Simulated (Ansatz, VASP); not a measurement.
# Ru: VASP beside Ansatz

```
CELL_PARAMETERS angstrom
2.70580 0.00000 0.00000
-1.35290 2.34329 0.00000
0.00000 0.00000 4.28190
ATOMIC_POSITIONS crystal
Ru 0.33333 0.66667 0.25000
Ru 0.66667 0.33333 0.75000
```

Alike in both runs: task electric field gradients; functional PBEsol; k mesh 20 × 20 × 11; occupations fermi-dirac, width 0.05 eV; no spin polarisation.

```csv
,VASP,Ansatz
version,VASP 6.6.1,Ansatz 0.2.0
potentials or method,"VASP PAW PBE potentials, release 64 (Ru_pv)","plane-wave PAW, scalar-relativistic"
plane-wave cutoff (eV),520,420
valence electrons in the cell,28,32
```

Ansatz gave:

```
pressure (GPa)                                                : -6.3
traceless stress, the component that is largest in VASP (GPa) : -1.32
size of Vzz on the site where it differs most (V/Å²)          : 12.5
```

Task: What did VASP give for the same quantities?

Result: Pressure (GPa): -6.4; traceless stress, the component that is largest in VASP (GPa): -1.31; size of Vzz on the site where it differs most (V/Å²): 15.5.

VASP's potentials were made for PBE, not for PBEsol. VASP's potentials hold 28 valence electrons a cell and Ansatz's 32, so a difference there can come from the potentials and not from the codes.
